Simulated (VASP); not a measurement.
Input of a VASP 6.6.1 run:

Contents of INCAR:

```
SYSTEM = H
ALGO = Normal
EDIFF = 1E-7
ENCUT = 520
GGA = PE
ISIF = 2
ISMEAR = -1
LASPH = .TRUE.
LCHARG = .FALSE.
LREAL = .FALSE.
LWAVE = .FALSE.
NBANDS = 18
NELM = 100
PREC = Accurate
SIGMA = 0.02
```

KPOINTS

```
k-points
0
G
  1 1 1
  0 0 0
```

POSCAR

```
H
1.0
    5.4513620000      0.0000000000      0.0000000000
    0.0000000000      5.4513620000      0.0000000000
    0.0000000000      0.0000000000      5.4513620000
H
12
Direct
    0.2604644712      1.0694044146      0.9118013096
    0.3064060049      0.9408058879      0.9145189175
    0.9887949200      0.9163705604      0.4593952780
    0.9987056828      0.8919205292      0.3248347900
    0.6444875916      0.1662511832      0.6851974628
    0.6656938315      0.1587557785      0.5487113750
    0.8793257284      0.3605208539      0.0061307856
    0.9026593585      0.4919484780     -0.0225723756
    0.2457258899      0.3967821808      0.5446430444
    0.2475490510      0.4655346495      0.4268087343
    0.5561084658      0.7392188495      0.2912236324
    0.5513879044      0.6924575346      0.1620448460
```

Potentials or basis: VASP PAW PBE potentials, release 64 (H).

Launch:

```console
$ cat potpaw_PBE.64/H/POTCAR > POTCAR
$ mpirun -np 1 vasp_gam > vasp.out
```

Predict the largest force.

0.234 eV/Å.

What does it give for the pressure?

0.7 GPa.

Stress tensor (GPa, compression positive):
```
 1.16  0.00  0.00
 0.00  0.71 -0.08
 0.00 -0.08  0.26
```

Caveat: the k points lie up to 1.15 Å⁻¹ apart.
